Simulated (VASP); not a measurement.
# InPtCl3 (Pm-3m) in VASP: density of states with PBE

Aim: the density of states of InPtCl3 with PBE.

Everything below comes from runs of VASP 6.6.1. Logs are shortened: lines on timing, memory, paths and dates and some standing lists are left out, and cuts for length are marked.

### Step 1. The cell of the first run

Symmetry: Pm-3m, No. 221, cubic system. The conventional cell has a = 4.972 Å, b = 4.972 Å, c = 4.972 Å, α = 90.00°, β = 90.00°, γ = 90.00°. Within 4.6 Å of In (site symmetry m-3m) lie 12 Cl at 3.52 Å and 8 Pt at 4.31 Å. Pt (site symmetry m-3m) has 6 Cl at 2.49 Å within 3.3 Å. Within 3.3 Å of Cl (site symmetry 4/mmm) lie 2 Pt at 2.49 Å.

### Step 2. Density of states, PBE

Input file POSCAR:

```
InPtCl3
1.0
    4.9720955525      0.0000000000      0.0000000000
    0.0000000000      4.9720955525      0.0000000000
    0.0000000000      0.0000000000      4.9720955525
In Pt Cl
1 1 3
Direct
    0.5000000000      0.5000000000      0.5000000000
    0.0000000000      0.0000000000      0.0000000000
    0.0000000000      0.0000000000      0.5000000000
    0.0000000000      0.5000000000      0.0000000000
    0.5000000000      0.0000000000      0.0000000000
```

Input file INCAR.step1:

```
PREC = Accurate
ENCUT = 520
EDIFF = 1E-6
ISMEAR = 0
SIGMA = 0.1
LREAL = F
LASPH = T
NELM = 100
ALGO = Normal
ISIF = 2
LWAVE = F
LCHARG = T
LMAXMIX = 4
GGA = PE
NBANDS = 30
```

Input file KPOINTS.step1:

```
Automatic mesh
0
Gamma
  8 8 8
```

Input file INCAR.step2:

```
PREC = Accurate
ENCUT = 520
EDIFF = 1E-6
ISMEAR = -5
SIGMA = 0.1
LREAL = F
LASPH = T
NELM = 100
ALGO = Normal
ISIF = 2
LWAVE = F
LCHARG = F
LMAXMIX = 4
GGA = PE
LORBIT = 11
NBANDS = 30
NEDOS = 1001
ICHARG = 11
```

Input file KPOINTS.step2:

```
Automatic mesh
0
Gamma
  12 12 12
```

Potentials or basis: VASP PAW PBE potentials, release 64 (In_d, Pt, Cl).

On the command line:

```
$ cat potpaw_PBE.64/In_d/POTCAR potpaw_PBE.64/Pt/POTCAR potpaw_PBE.64/Cl/POTCAR > POTCAR
$ cp INCAR.step1 INCAR
$ cp KPOINTS.step1 KPOINTS
$ mpirun -np 1 vasp_std > vasp.out
$ cp INCAR.step2 INCAR
$ cp KPOINTS.step2 KPOINTS
$ mpirun -np 1 vasp_std > vasp.out
```

OUTCAR:

```text
PREC = Accurate
   ENCUT = 520
   EDIFF = 1E-6
   ISMEAR = -5
   LREAL = F
   LASPH = T
   NELM = 100
   ISIF = 2
   GGA = PE
   LORBIT = 11
   ICHARG = 11

 ion  position               nearest neighbor table
   1  0.500  0.500  0.500-
   2  0.000  0.000  0.000-   3 2.49   4 2.49   5 2.49   3 2.49   4 2.49   5 2.49
   3  0.000  0.000  0.500-   2 2.49   2 2.49
   4  0.000  0.500  0.000-   2 2.49   2 2.49
   5  0.500  0.000  0.000-   2 2.49   2 2.49

  LATTYP: Found a simple cubic cell.
 ALAT       =     4.9720955525

  Lattice vectors:

 A1 = (   4.9720955525,   0.0000000000,   0.0000000000)
 A2 = (   0.0000000000,   4.9720955525,   0.0000000000)
 A3 = (   0.0000000000,   0.0000000000,   4.9720955525)

Analysis of symmetry for initial positions (statically):
=====================================================================
 Subroutine PRICEL returns:
 Original cell was already a primitive cell.

 Routine SETGRP: Setting up the symmetry group for a
 simple cubic supercell.

 Subroutine GETGRP returns: Found 48 space group operations
 (whereof 48 operations were pure point group operations)
 out of a pool of 48 trial point group operations.

The static configuration has the point symmetry O_h .

Analysis of symmetry for dynamics (positions and initial velocities):
=====================================================================
 Subroutine PRICEL returns:
 Original cell was already a primitive cell.

 Routine SETGRP: Setting up the symmetry group for a
 simple cubic supercell.

 Subroutine GETGRP returns: Found 48 space group operations
 (whereof 48 operations were pure point group operations)
 out of a pool of 48 trial point group operations.

The dynamic configuration has the point symmetry O_h .

 Subroutine INISYM returns: Found 48 space group operations
 (whereof 48 operations are pure point group operations),
 and found     1 'primitive' translations

----------------------------------------------------------------------------------------

                                     Primitive cell

  volume of cell :     122.9188

  direct lattice vectors                    reciprocal lattice vectors
     4.972095552  0.000000000  0.000000000     0.201122442  0.000000000  0.000000000
     0.000000000  4.972095552  0.000000000     0.000000000  0.201122442  0.000000000
     0.000000000  0.000000000  4.972095552     0.000000000  0.000000000  0.201122442

  length of vectors
     4.972095552  4.972095552  4.972095552     0.201122442  0.201122442  0.201122442

  position of ions in fractional coordinates (direct lattice)
     0.500000000  0.500000000  0.500000000
     0.000000000  0.000000000  0.000000000
     0.000000000  0.000000000  0.500000000
     0.000000000  0.500000000  0.000000000
     0.500000000  0.000000000  0.000000000

  ion indices of the primitive-cell ions
   primitive index   ion index
                 1           1
                 2           2
                 3           3
                 4           4
                 5           5

----------------------------------------------------------------------------------------

 KPOINTS: Automatic mesh

Automatic generation of k-mesh.
 Grid dimensions read from file:
 generate k-points for:   12   12   12

 Generating k-lattice:

  Cartesian coordinates                     Fractional coordinates (reciprocal lattice)
     0.016760204  0.000000000  0.000000000     0.083333333  0.000000000  0.000000000
     0.000000000  0.016760204  0.000000000     0.000000000  0.083333333  0.000000000
     0.000000000  0.000000000  0.016760204     0.000000000  0.000000000  0.083333333

  Length of vectors
     0.016760204  0.016760204  0.016760204

  Shift w.r.t. Gamma in fractional coordinates (k-lattice)
     0.000000000  0.000000000  0.000000000

 TETIRR: Found    854 inequivalent tetrahedra from    10368

 Subroutine IBZKPT returns following result:
 ===========================================

 Found     84 irreducible k-points:

 Following reciprocal coordinates:
            Coordinates               Weight
  0.000000  0.000000  0.000000      1.000000
  0.083333  0.000000  0.000000      6.000000
  0.166667  0.000000  0.000000      6.000000
  0.250000  0.000000  0.000000      6.000000
  0.333333  0.000000  0.000000      6.000000
  0.416667  0.000000  0.000000      6.000000
[... 16 lines left out ...]
  0.333333  0.333333  0.000000     12.000000
  0.416667  0.333333  0.000000     24.000000
 [... further k-points ...]
   k-points           NKPTS =     84   k-points in BZ     NKDIM =     84   number of bands    NBANDS=     30
   number of dos      NEDOS =   1001   number of ions     NIONS =      5
   total plane-waves  NPLWV =  64000
   dimension x,y,z NGX =    40 NGY =   40 NGZ =   40
   dimension x,y,z NGXF=    80 NGYF=   80 NGZF=   80
   ions per type =               1   1   3
   NGX,Y,Z   is equivalent  to a cutoff of  13.37, 13.37, 13.37 a.u.
   NGXF,Y,Z  is equivalent  to a cutoff of  26.75, 26.75, 26.75 a.u.
 SYSTEM =  unknown system
   PREC   = accura    normal or accurate (medium, high low for compatibility)
   ISTART =      0    job   : 0-new  1-cont  2-samecut
   ICHARG =     11    charge: 1-file 2-atom 10-const
   ISPIN  =      1    spin polarized calculation?
   LNONCOLLINEAR =      F non collinear calculations
   LSORBIT =      F    spin-orbit coupling
   LASPH  =      T    aspherical Exc in radial PAW
   ENCUT  =  520.0 eV  38.22 Ry    6.18 a.u.   9.24  9.24  9.24*2*pi/ulx,y,z
   NELM   =    100;   NELMIN=  2; NELMDL=  0     # of ELM steps
   EDIFF  = 0.1E-05   stopping-criterion for ELM
   LREAL  =      F    real-space projection
   EDIFFG = 0.1E-04   stopping-criterion for IOM
   NSW    =      0    number of steps for IOM
   IBRION =     -1    ionic relax: 0-MD 1-quasi-New 2-CG
   NFREE  =      0    steps in history (QN), initial steepest desc. (CG)
   ISIF   =      2    stress and relaxation
   ISYM   =      2    0-nonsym 1-usesym 2-fastsym
   POTIM  = 0.5000    time-step for ionic-motion
   TEBEG  =    0.0;   TEEND  =   0.0 temperature during run
   PSTRESS=    0.0 pullay stress
   NELECT =      44.0000    total number of electrons
   NUPDOWN=      -1.0000    fix difference up-down
   EMIN   =  10.00;   EMAX   =-10.00  energy-range for DOS
   EFERMI =   0.00;   METHOD = LEGACY
   ISMEAR =    -5;   SIGMA  =   0.10  broadening in eV -4-tet -1-fermi 0-gaus
   EFERMI_NEDOS =   21; number of points for ismear=-14 and -15
   IALGO  =     38    algorithm
   IMIX   =      4    mixing-type and parameters
     AMIX     =   0.40;   BMIX     =  1.00
     AMIX_MAG =   1.60;   BMIX_MAG =  1.00
  volume/ion in A,a.u.               =      24.58       165.90
  Fermi-wavevector in a.u.,A,eV,Ry     =   1.162393  2.196604 18.383608  1.351157
  Thomas-Fermi vector in A             =   2.298954
   LORBIT       =     11    0 simple, 1 ext, 2 COOP (PROOUT), +10 PAW based schemes
   GGA     = PE    functional components
   LHFCALC =     F    Hartree Fock is set to
   AEXX    =    0.0000 exact exchange contribution
   IVDW    =     0    specifies the selected vdW correction
   LEPSILON=     F    determine dielectric tensor
   LRPA    =     F    only Hartree local field effects (RPA)
 non-spin polarized calculation
 Fermi weights with tetrahedron method with Bloechl corrections
  energy-cutoff  :      520.00
  volume of cell :      122.92
 maximum number of plane-waves:      3362
 NGX is ok and might be reduce to    40

 number of electron      44.0000001 magnetization

 Free energy of the ion-electron system (eV)
  ---------------------------------------------------
  ext. energy  EPLUGINS =         0.00000000
  ---------------------------------------------------
  free energy    TOTEN  =       -16.43884163 eV

  energy without entropy =      -16.43884163  energy(sigma->0) =      -16.43884163

 E-fermi :   3.7446     XC(G=0):  -9.2705

 val. band max:        3.6541153441   @ k =   0.2500   0.1667   0.0833
 cond. band min:       3.7647658375   @ k =   0.2500   0.1667   0.1667
 fundamental gap:      0.1106504935
 Fermi energy:         3.7445741597

 k-point     1 :       0.0000    0.0000    0.0000
  band No.  band energies     occupation
      1     -12.1154      2.00000
      2     -11.3183      2.00000
      3     -11.3183      2.00000
      4      -9.9938      2.00000
      5      -9.9938      2.00000
      6      -9.9938      2.00000
[... 22 lines left out ...]
     29       9.9902      0.00000
     30      12.3549      0.00000

 k-point     2 :       0.0833    0.0000    0.0000
  band No.  band energies     occupation
      1     -12.1006      2.00000
      2     -11.3211      2.00000
      3     -11.3171      2.00000
      4      -9.9940      2.00000
      5      -9.9940      2.00000
      6      -9.9938      2.00000
[... 22 lines left out ...]
     29      10.2294      0.00000
     30      12.3831      0.00000

 k-point     3 :       0.1667    0.0000    0.0000
  band No.  band energies     occupation
      1     -12.0586      2.00000
      2     -11.3299      2.00000
      3     -11.3139      2.00000
      4      -9.9947      2.00000
      5      -9.9947      2.00000
      6      -9.9937      2.00000
[... 682 lines left out ...]
     29      12.2703      0.00000
     30      12.3776      0.00000

 k-point    24 :       0.4167    0.3333    0.0000
  band No.  band energies     occupation
      1     -11.6950      2.00000
      2     -11.3678      2.00000
      3     -11.3421      2.00000
      4      -9.9982      2.00000
      5      -9.9970      2.00000
      6      -9.9963      2.00000
[... 22 lines left out ...]
     29      11.9050      0.00000
     30      12.2344      0.00000

 [... further k-points ...]

------------------------ aborting loop because EDIFF is reached ----------------------------------------

  FORCE on cell =-STRESS in cart. coord.  units (eV):
  Direction    XX          YY          ZZ          XY          YZ          ZX
  --------------------------------------------------------------------------------------
  -------------------------------------------------------------------------------------
  Total       -0.0141889     -0.0141889     -0.0141889      0.0000000      0.0000000     -0.0000000
  in kB       -0.1849442     -0.1849442     -0.1849442      0.0000000      0.0000000     -0.0000000
  external PRESSURE =      -0.1849442 kB  Pullay stress =       0.0000000 kB

 VOLUME and BASIS-vectors are now :
 -----------------------------------------------------------------------------
  energy-cutoff  :      520.00
  volume of cell :      122.92
      direct lattice vectors                 reciprocal lattice vectors
     4.972095552  0.000000000  0.000000000     0.201122442  0.000000000  0.000000000
     0.000000000  4.972095552  0.000000000     0.000000000  0.201122442  0.000000000
     0.000000000  0.000000000  4.972095552     0.000000000  0.000000000  0.201122442

 POSITION                                       TOTAL-FORCE (eV/Angst)
 -----------------------------------------------------------------------------------
      2.48605      2.48605      2.48605         0.000000      0.000000      0.000000
      0.00000      0.00000      0.00000         0.000000      0.000000      0.000000
      0.00000      0.00000      2.48605         0.000000      0.000000      0.000000
      0.00000      2.48605      0.00000         0.000000      0.000000      0.000000
      2.48605      0.00000      0.00000         0.000000      0.000000      0.000000
 -----------------------------------------------------------------------------------
    total drift:                                0.000000      0.000000     -0.000000

  FREE ENERGIE OF THE ION-ELECTRON SYSTEM (eV)
  ---------------------------------------------------
  free  energy   TOTEN  =       -16.4388416293 eV

  energy  without entropy=      -16.4388416293  energy(sigma->0) =      -16.43884163

 total charge

# of ion       s       p       d       tot
------------------------------------------
    1        1.225   0.085   9.847  11.157
    2        0.493   0.393   8.136   9.022
    3        1.607   3.455   0.000   5.062
    4        1.607   3.455   0.000   5.062
    5        1.607   3.455   0.000   5.062
--------------------------------------------------
tot          6.538  10.844  17.983  35.365
```

Run time: 2.7 min. Hardware: 1 thread of Intel Xeon 6975P-C (Granite Rapids), shared host; peak memory 0.44 GiB.

What came out:

```
Valence electrons inside the program's atomic spheres : In 11.16; Pt 9.02; Cl 5.06
```

Caveat: spin-orbit coupling is left out, which moves the levels of the heavy elements; tetrahedron occupations give inexact forces and stress in metals.
